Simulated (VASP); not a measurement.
Here is a VASP 6.6.1 calculation.

Contents of INCAR:

```
  ALGO = Normal
  EDIFF = 1E-6
  ENCUT = 520
  ISIF = 2
  ISMEAR = -1
  LASPH = T
  LCHARG = F
  LREAL = F
  LWAVE = F
  NBANDS = 20
  NELM = 60
  PREC = Accurate
  SIGMA = 0.1
```

The input KPOINTS:

```
k-points
0
Gamma
  15 15 9
```

The input POSCAR:

```
Tl
1.0
    3.4014029632      0.0000000000      0.0000000000
   -1.7007014816      2.9457013746      0.0000000000
    0.0000000000      0.0000000000      5.4430041633
Tl
2
Direct
    0.3333333333      0.6666666667      0.2500000000
    0.6666666667      0.3333333333      0.7500000000
```

Potentials or basis: VASP PAW LDA potentials, release 64 (Tl_d).

Launch:

```console
$ cat potpaw_LDA.64/Tl_d/POTCAR > POTCAR
$ mpirun -np 1 vasp_std > vasp.out
```

**Question.** Estimate the band gap on the k mesh.

**Answer.** Zero (band 13 reaches 9.63 eV, above the bottom of band 14 at 4.72 eV).

**Question.** What does it give for the pressure?

**Answer.** 0.1 GPa.

Stress tensor (GPa, compression positive):
```
0.05 0.00 0.00
0.00 0.05 0.00
0.00 0.00 0.20
```

Caveat: spin-orbit coupling is left out, which moves the levels of the heavy elements.
